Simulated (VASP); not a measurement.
# Al2Au in VASP: notebook

Al2Au is run at these levels: PBE; tasks: single point, relaxation of the atoms.

Everything below comes from runs of VASP 6.6.1. Logs are shortened: lines on timing, memory, paths and dates and some standing lists are left out, and cuts for length are marked.

**1. The cell of the first run**

The cell holds a slab with vacuum, 9 atoms: a = 4.286 Å, b = 4.286 Å, c = 23.748 Å, α = 90.00°, β = 90.00°, γ = 120.00°.

**2. Single point, PBE**

Input file INCAR:

```
SYSTEM = Al2Au
PREC = Accurate
ENCUT = 520
EDIFF = 1E-6
ISMEAR = 0
SIGMA = 0.1
LREAL = .False.
LASPH = .True.
NELM = 100
ALGO = Fast
ISIF = 2
LWAVE = .False.
LCHARG = .False.
LDIPOL = .True.
IDIPOL = 3
DIPOL = 0.5 0.5 0.500
GGA = PE
NBANDS = 36
```

Input file KPOINTS:

```
regular mesh
0
Gamma
  9 9 1
  0 0 0
```

Input file POSCAR:

```
Al2Au
1.0
    4.2856189452      0.0000000000      0.0000000000
   -2.1428094726      3.7114548774      0.0000000000
    0.0000000000      0.0000000000     23.7479830397
Al Au
6 3
Direct
    0.0000000000      0.0000000000      0.3158162943
    0.3333333333      0.6666666667      0.3894897766
    0.6666666667      0.3333333333      0.4631632589
    0.0000000000      0.0000000000      0.5368367411
    0.3333333333      0.6666666667      0.6105102234
    0.6666666667      0.3333333333      0.6841837057
    0.6666666667      0.3333333333      0.3526530354
    0.3333333333      0.6666666667      0.5000000000
    0.0000000000      0.0000000000      0.6473469646
```

Potentials or basis: VASP PAW PBE potentials, release 64 (Al, Au).

Started as:

```
cat potpaw_PBE.64/Al/POTCAR potpaw_PBE.64/Au/POTCAR > POTCAR
mpirun -np 1 vasp_std > vasp.out
```

OUTCAR:

```text
SYSTEM = Al2Au
   PREC = Accurate
   ENCUT = 520
   EDIFF = 1E-6
   ISMEAR = 0
   LREAL = .False.
   LASPH = .True.
   NELM = 100
   ISIF = 2
   GGA = PE

 ion  position               nearest neighbor table
   1  0.000  0.000  0.316-   7 2.62   7 2.62   7 2.62   2 3.03   2 3.03   2 3.03
   2  0.333  0.667  0.389-   8 2.62   7 2.62   7 2.62   7 2.62   3 3.03   1 3.03   3 3.03   1 3.03
                             1 3.03   3 3.03
   3  0.667  0.333  0.463-   8 2.62   8 2.62   8 2.62   7 2.62   4 3.03   4 3.03   4 3.03   2 3.03
                             2 3.03   2 3.03
   4  0.000  0.000  0.537-   8 2.62   8 2.62   8 2.62   9 2.62   3 3.03   3 3.03   3 3.03   5 3.03
                             5 3.03   5 3.03
   5  0.333  0.667  0.611-   8 2.62   9 2.62   9 2.62   9 2.62   6 3.03   4 3.03   6 3.03   4 3.03
                             4 3.03   6 3.03
   6  0.667  0.333  0.684-   9 2.62   9 2.62   9 2.62   5 3.03   5 3.03   5 3.03
   7  0.667  0.333  0.353-   1 2.62   1 2.62   1 2.62   2 2.62   2 2.62   2 2.62   3 2.62
   8  0.333  0.667  0.500-   2 2.62   5 2.62   3 2.62   4 2.62   3 2.62   4 2.62   4 2.62   3 2.62

   9  0.000  0.000  0.647-   6 2.62   6 2.62   6 2.62   5 2.62   5 2.62   5 2.62   4 2.62

  LATTYP: Found a hexagonal cell.
 ALAT       =     4.2856189452
 C/A-ratio  =     5.5413193155

  Lattice vectors:

 A1 = (   4.2856189452,   0.0000000000,   0.0000000000)
 A2 = (  -2.1428094726,   3.7114548774,   0.0000000000)
 A3 = (   0.0000000000,   0.0000000000,  23.7479830397)

Analysis of symmetry for initial positions (statically):
=====================================================================
 Subroutine PRICEL returns:
 Original cell was already a primitive cell.

 Routine SETGRP: Setting up the symmetry group for a
 hexagonal supercell.

 Subroutine GETGRP returns: Found 12 space group operations
 (whereof  6 operations were pure point group operations)
 out of a pool of 24 trial point group operations.

The static configuration has the point symmetry C_3v.
 The point group associated with its full space group is D_3d.

Analysis of symmetry for dynamics (positions and initial velocities):
=====================================================================
 Subroutine PRICEL returns:
 Original cell was already a primitive cell.

 Routine SETGRP: Setting up the symmetry group for a
 hexagonal supercell.

 Subroutine GETGRP returns: Found 12 space group operations
 (whereof  6 operations were pure point group operations)
 out of a pool of 24 trial point group operations.

The dynamic configuration has the point symmetry C_3v.
 The point group associated with its full space group is D_3d.

 Subroutine INISYM returns: Found 12 space group operations
 (whereof  6 operations are pure point group operations),
 and found     1 'primitive' translations

----------------------------------------------------------------------------------------

                                     Primitive cell

  volume of cell :     377.7326

  direct lattice vectors                    reciprocal lattice vectors
     4.285618945  0.000000000  0.000000000     0.233338524  0.134718060  0.000000000
    -2.142809473  3.711454877  0.000000000     0.000000000  0.269436120  0.000000000
     0.000000000  0.000000000 23.747983040     0.000000000  0.000000000  0.042108839

  length of vectors
     4.285618945  4.285618945 23.747983040     0.269436120  0.269436120  0.042108839

  position of ions in fractional coordinates (direct lattice)
     0.000000000  0.000000000  0.315816294
     0.333333333  0.666666667  0.389489777
     0.666666667  0.333333333  0.463163259
     0.000000000  0.000000000  0.536836741
     0.333333333  0.666666667  0.610510223
     0.666666667  0.333333333  0.684183706
     0.666666667  0.333333333  0.352653035
     0.333333333  0.666666667  0.500000000
     0.000000000  0.000000000  0.647346965

  ion indices of the primitive-cell ions
   primitive index   ion index
                 1           1
                 2           2
                 3           3
                 4           4
                 5           5
                 6           6
                 7           7
                 8           8
                 9           9

----------------------------------------------------------------------------------------

 KPOINTS: regular mesh

Automatic generation of k-mesh.
 Grid dimensions read from file:
 generate k-points for:    9    9    1

 Generating k-lattice:

  Cartesian coordinates                     Fractional coordinates (reciprocal lattice)
     0.025926503  0.014968673  0.000000000     0.111111111  0.000000000  0.000000000
     0.000000000  0.029937347  0.000000000     0.000000000  0.111111111  0.000000000
     0.000000000  0.000000000  0.042108839     0.000000000  0.000000000  1.000000000

  Length of vectors
     0.029937347  0.029937347  0.042108839

  Shift w.r.t. Gamma in fractional coordinates (k-lattice)
     0.000000000  0.000000000  0.000000000

 Subroutine IBZKPT returns following result:
 ===========================================

 Found     12 irreducible k-points:

 Following reciprocal coordinates:
            Coordinates               Weight
  0.000000  0.000000  0.000000      1.000000
  0.111111 -0.000000  0.000000      6.000000
  0.222222 -0.000000  0.000000      6.000000
  0.333333  0.000000  0.000000      6.000000
  0.444444 -0.000000  0.000000      6.000000
  0.111111  0.111111  0.000000      6.000000
  0.222222  0.111111  0.000000     12.000000
  0.333333  0.111111  0.000000     12.000000
  0.444444  0.111111  0.000000      6.000000
  0.222222  0.222222  0.000000      6.000000
  0.333333  0.222222  0.000000     12.000000
  0.333333  0.333333  0.000000      2.000000
   k-points           NKPTS =     12   k-points in BZ     NKDIM =     12   number of bands    NBANDS=     36
   number of dos      NEDOS =    301   number of ions     NIONS =      9
   total plane-waves  NPLWV = 184320
   dimension x,y,z NGX =    32 NGY =   32 NGZ =  180
   dimension x,y,z NGXF=    64 NGYF=   64 NGZF=  360
   ions per type =               6   3
   NGX,Y,Z   is equivalent  to a cutoff of  12.41, 12.41, 12.60 a.u.
   NGXF,Y,Z  is equivalent  to a cutoff of  24.83, 24.83, 25.20 a.u.
 SYSTEM =  Al2Au
   PREC   = accura    normal or accurate (medium, high low for compatibility)
   ISTART =      0    job   : 0-new  1-cont  2-samecut
   ICHARG =      2    charge: 1-file 2-atom 10-const
   ISPIN  =      1    spin polarized calculation?
   LNONCOLLINEAR =      F non collinear calculations
   LSORBIT =      F    spin-orbit coupling
   LASPH  =      T    aspherical Exc in radial PAW
   ENCUT  =  520.0 eV  38.22 Ry    6.18 a.u.   7.97  7.97 44.16*2*pi/ulx,y,z
   NELM   =    100;   NELMIN=  2; NELMDL= -5     # of ELM steps
   EDIFF  = 0.1E-05   stopping-criterion for ELM
   LREAL  =      F    real-space projection
[... 7 lines left out ...]
   TEBEG  =    0.0;   TEEND  =   0.0 temperature during run
   PSTRESS=    0.0 pullay stress
   NELECT =      51.0000    total number of electrons
   NUPDOWN=      -1.0000    fix difference up-down
   EMIN   =  10.00;   EMAX   =-10.00  energy-range for DOS
   EFERMI =   0.00;   METHOD = LEGACY
   ISMEAR =     0;   SIGMA  =   0.10  broadening in eV -4-tet -1-fermi 0-gaus
   EFERMI_NEDOS =   21; number of points for ismear=-14 and -15
   IALGO  =     68    algorithm
   IMIX   =      4    mixing-type and parameters
     AMIX     =   0.40;   BMIX     =  1.00
     AMIX_MAG =   1.60;   BMIX_MAG =  1.00
  volume/ion in A,a.u.               =      41.97       283.23
  Fermi-wavevector in a.u.,A,eV,Ry     =   0.839853  1.587092  9.596916  0.705353
  Thomas-Fermi vector in A             =   1.954140
   LORBIT       =      0    0 simple, 1 ext, 2 COOP (PROOUT), +10 PAW based schemes
   GGA     = PE    functional components
   LHFCALC =     F    Hartree Fock is set to
   AEXX    =    0.0000 exact exchange contribution
   IVDW    =     0    specifies the selected vdW correction
   LEPSILON=     F    determine dielectric tensor
   LRPA    =     F    only Hartree local field effects (RPA)
 non-spin polarized calculation
 RMM-DIIS sequential band-by-band and
 Gauss-broadening in eV      SIGMA  =   0.10
  energy-cutoff  :      520.00
  volume of cell :      377.73
 maximum number of plane-waves:     10254
 NGX is ok and might be reduce to    32
   NGX = 15   NGY = 15   NGZ = 89

 number of electron      51.0000004 magnetization

 dipolmoment           0.000000      0.000000     -0.000001 electrons x Angstroem

 Free energy of the ion-electron system (eV)
  ---------------------------------------------------
  ext. energy  EPLUGINS =         0.00000000
  ---------------------------------------------------
  free energy    TOTEN  =       -33.90100405 eV

  energy without entropy =      -33.87208335  energy(sigma->0) =      -33.88654370

 E-fermi :   0.9186     XC(G=0):  -5.3535

 val. band max:        0.8552950269   @ k =   0.3333   0.1111   0.0000
 cond. band min:       0.9413459641   @ k =   0.2222   0.1111   0.0000
 fundamental gap:      0.0860509372
 Fermi energy:         0.9186304178

 k-point     1 :       0.0000    0.0000    0.0000
  band No.  band energies     occupation
      1      -9.0589      2.00000
      2      -8.2247      2.00000
      3      -7.4952      2.00000
      4      -5.4872      2.00000
      5      -5.3656      2.00000
      6      -5.3656      2.00000
[... 28 lines left out ...]
     35       4.9886      0.00000
     36       5.1756      0.00000

 k-point     2 :       0.1111   -0.0000    0.0000
  band No.  band energies     occupation
      1      -8.9179      2.00000
      2      -8.0825      2.00000
      3      -7.3486      2.00000
      4      -5.5311      2.00000
      5      -5.4985      2.00000
      6      -5.3206      2.00000
[... 382 lines left out ...]
 k-point    12 :       0.3333    0.3333    0.0000
  band No.  band energies     occupation
      1      -6.4306      2.00000
      2      -6.1132      2.00000
      3      -6.1132      2.00000
      4      -5.6531      2.00000
      5      -5.3915      2.00000
      6      -5.3915      2.00000
[... 28 lines left out ...]
     35       6.4281      0.00000
     36       6.4966      0.00000

------------------------ aborting loop because EDIFF is reached ----------------------------------------

 vacuum level on the upper side and lower side of the slab       (xc-potential included)        -0.095        -0.094

  FORCE on cell =-STRESS in cart. coord.  units (eV):
  Direction    XX          YY          ZZ          XY          YZ          ZX
  --------------------------------------------------------------------------------------
  -------------------------------------------------------------------------------------
  Total       -1.7135551     -1.7135551     -1.2840594      0.0000000     -0.0000000      0.0000000
  in kB       -7.2681553     -7.2681553     -5.4464211      0.0000000     -0.0000000      0.0000000
  external PRESSURE =      -6.6609106 kB  Pullay stress =       0.0000000 kB

 VOLUME and BASIS-vectors are now :
 -----------------------------------------------------------------------------
  energy-cutoff  :      520.00
  volume of cell :      377.73
      direct lattice vectors                 reciprocal lattice vectors
     4.285618945  0.000000000  0.000000000     0.233338524  0.134718060  0.000000000
    -2.142809473  3.711454877  0.000000000     0.000000000  0.269436120  0.000000000
     0.000000000  0.000000000 23.747983040     0.000000000  0.000000000  0.042108839

 POSITION                                       TOTAL-FORCE (eV/Angst)
 -----------------------------------------------------------------------------------
      0.00000      0.00000      7.50000         0.000000     -0.000000      0.437057
     -0.00000      2.47430      9.24960         0.000000     -0.000000     -0.130025
      2.14281      1.23715     10.99919        -0.000000      0.000000     -0.144361
      0.00000      0.00000     12.74879         0.000000     -0.000000      0.144361
     -0.00000      2.47430     14.49839        -0.000000      0.000000      0.130025
      2.14281      1.23715     16.24798        -0.000000      0.000000     -0.437057
      2.14281      1.23715      8.37480         0.000000     -0.000000     -0.234906
     -0.00000      2.47430     11.87399        -0.000000      0.000000     -0.000000
      0.00000      0.00000     15.37318        -0.000000      0.000000      0.234906
 -----------------------------------------------------------------------------------
    total drift:                               -0.000000      0.000000     -0.000077

  FREE ENERGIE OF THE ION-ELECTRON SYSTEM (eV)
  ---------------------------------------------------
  free  energy   TOTEN  =       -33.9010040525 eV

  energy  without entropy=      -33.8720833472  energy(sigma->0) =      -33.88654370

 vacuum level on the upper side and lower side of the slab         5.064         5.064
```

Run time: 2.8 min. Hardware: 1 thread of Intel Xeon 6975P-C (Granite Rapids), shared host; peak memory 0.5 GiB.

Results:

| Property | Result |
| --- | --- |
| Free energy | -33.9010 eV |
| Largest force | 0.437 eV/Å |
| Band gap on the k mesh | zero (an odd number of electrons rules out a gap without spin polarisation) |

Forces in eV/Å, atoms in the order of the input:
```
Al   0.000  0.000  0.437
Al   0.000  0.000 -0.130
Al   0.000  0.000 -0.144
Al   0.000  0.000  0.144
Al   0.000  0.000  0.130
Al   0.000  0.000 -0.437
Au   0.000  0.000 -0.235
Au   0.000  0.000  0.000
Au   0.000  0.000  0.235
```

Levels at points of the mesh, in eV from the Fermi level:
| k point | band 24 | band 25 | band 26 | band 27 | band 28 | band 29 |
| --- | --- | --- | --- | --- | --- | --- |
| (0.00, 0.00, 0.00) | 1.89 | 1.89 | 2.22 | 2.45 | 2.79 | 2.79 |

Caveat: spin-orbit coupling is left out, which moves the levels of the heavy elements.

(Part 1 of 2 ends here.)
